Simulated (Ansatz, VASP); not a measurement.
# Cd2S: VASP beside Ansatz

The input INCAR:

```
SYSTEM = Cd2S
  ALGO = Normal
  EDIFF = 1E-6
  ENCUT = 520
  GGA = PE
  ISIF = 2
  ISMEAR = 0
  LASPH = .True.
  LCHARG = .True.
  LELF = .True.
  LREAL = .False.
  LVHAR = .True.
  LWAVE = .False.
  NBANDS = 22
  NELM = 80
  PREC = Accurate
  SIGMA = 0.05
```

The input KPOINTS:

```
k-points
0
Gamma
  12 12 6
  0 0 0
```

POSCAR

```
Cd2S
1.0
    4.1318364334      0.0000000000      0.0000000000
   -2.0659182167      3.5782753157      0.0000000000
    0.0000000000      0.0000000000      5.8829106465
Cd S
2 1
Direct
    0.6666666700      0.3333333300      0.5423821132
    0.3333333300      0.6666666700      0.9538847901
    0.3333333300      0.6666666700      0.3808900968
```

Input for Ansatz:

```yaml
crystal:
  lattice:
    - [4.1318364334, 0.0, 0.0]
    - [-2.0659182167, 3.5782753157, 0.0]
    - [0.0, 0.0, 5.8829106465]
  atoms:
    - { symbol: Cd, position: [0.66666667, 0.33333333, 0.5423821132] }
    - { symbol: Cd, position: [0.33333333, 0.66666667, 0.9538847901] }
    - { symbol: S, position: [0.33333333, 0.66666667, 0.3808900968] }
basis:
  ecutwfc: 420
kpoints:
  mp_grid: { grid: [12, 12, 6] }
hamiltonian:
  xc: pbe
scf:
  occupations: { method: gaussian, width: 0.05 }
output:
  forces: true
  stress: true
  eigenvalues: true
```

Alike in both runs: task single point; functional PBE; k mesh 12 × 12 × 6; occupations gaussian, width 0.05 eV; no spin polarisation.

|  | VASP | Ansatz |
| --- | --- | --- |
| version | VASP 6.6.1 | Ansatz 0.2.0 |
| potentials or method | VASP PAW PBE potentials, release 64 (Cd, S), cutoff 520 eV | scalar-relativistic, plane waves, PAW |
| valence electrons in the cell | 30 | 46 |

|  | VASP | Ansatz | Ansatz less VASP |
| --- | --- | --- | --- |
| gap on the k mesh at the Fermi level (eV) | 0.28 | 0.28 | -0.001 |
| least direct gap on the mesh (eV) | 0.57 | 0.57 | 0.000 |
| pressure (GPa) | -0.7 | -0.9 | -0.22 |
| traceless stress, the component that is largest in VASP (GPa) | 1.38 | 1.34 | -0.037 |
| rms of the force components (eV/Å) | 0.313 | 0.299 | -0.0138 |

Atom by atom the forces differ by 0.014 eV/Å (rms over components). The functional is the same, so the differences come from potentials, cutoffs and numerics. VASP's potentials hold 30 valence electrons a cell and Ansatz's 46, so a difference there can come from the potentials and not from the codes.
